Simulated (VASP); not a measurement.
A run of VASP 6.6.1 is set up as follows.

Contents of INCAR:

```
SYSTEM = Re
PREC     = Accurate       ! precision mode
ENCUT    = 520            ! plane-wave cutoff, eV
EDIFF    = 1E-6           ! SCF threshold, eV
ISMEAR   = -1             ! smearing method
SIGMA    = 0.05           ! smearing width, eV
LREAL    = .False.        ! projectors in reciprocal space
LASPH    = .True.         ! aspherical terms in the spheres
NELM     = 100            ! most SCF steps
ALGO     = Normal         ! electronic algorithm
ISIF     = 2              ! what is computed and relaxed
LWAVE    = .False.        ! write WAVECAR
LCHARG   = .False.        ! write CHGCAR
GGA      = PS             ! functional
NBANDS   = 14             ! bands
```

File KPOINTS:

```
Automatic mesh
0
Gamma
  12 12 12
  0 0 0
```

Contents of POSCAR:

```
Re
1.0
    0.0000000000      2.1433444061      2.1433444061
    2.1433444061      0.0000000000      2.1433444061
    2.1433444061      2.1433444061      0.0000000000
Re
2
Direct
   -0.1250000000     -0.1250000000     -0.1250000000
    0.1250000000      0.1250000000      0.1250000000
```

Potentials or basis: VASP PAW PBE potentials, release 64 (Re).

Run with:

```bash
$ cat potpaw_PBE.64/Re/POTCAR > POTCAR
$ mpirun -np 1 vasp_std > vasp.out
```

(1) Estimate the band gap on the k mesh.

(2) What does it give for the pressure?

Results:

(1) zero (band 7 reaches 15.73 eV, above the bottom of band 8 at 13.44 eV).

(2) 599.1 GPa.

Caveat: the PAW data sets were made with another functional, which shifts forces and pressure a little; spin-orbit coupling is left out, which moves the levels of the heavy elements.
